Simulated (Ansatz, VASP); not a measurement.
# Be16N in VASP and in Ansatz

```
Be N
1.0
    -2.29000   -3.96640    0.00000
     3.43500   -1.98320    0.00000
     0.00000    0.00000    7.17686
Be N
16 1
Direct
  0.75083 0.49594 0.00820
  0.49824 0.33793 0.24591
  0.75090 0.49181 0.48675
  0.49184 0.33225 0.75726
  0.49825 0.99514 0.00458
  0.25083 0.83783 0.24399
  0.49187 0.00080 0.49325
  0.25095 0.80004 0.75818
  0.25083 0.49526 0.00649
  0.00345 0.33794 0.24590
  0.25095 0.53301 0.49230
  0.01005 0.33229 0.75726
  0.00345 0.99514 0.00459
  0.75083 0.83717 0.24229
  0.00997 0.00073 0.49324
  0.75092 0.84136 0.76372
  0.75097 0.16662 0.62525
```

Alike in both runs: functional PBE; k mesh 4 × 4 × 3; occupations gaussian, width 0.15 eV; no spin polarisation.

Ansatz relaxed the structure, and its values are those at the end. VASP's run is a single point on that final structure, the one shown.

```csv
,VASP,Ansatz
version,VASP 6.6.1,Ansatz 0.2.0
potentials or method,"VASP PAW PBE potentials, release 64 (Be, N), cutoff 520 eV","scalar-relativistic, plane waves, PAW"
valence electrons in the cell,37,37
```

```csv
,VASP,Ansatz,Ansatz less VASP
rms of the force components (eV/Å),0.010,0.003,-0.0062
```

The functional is the same, so the differences come from potentials, cutoffs and numerics.

The k mesh is coarse, so the values compare programs but aren't converged.
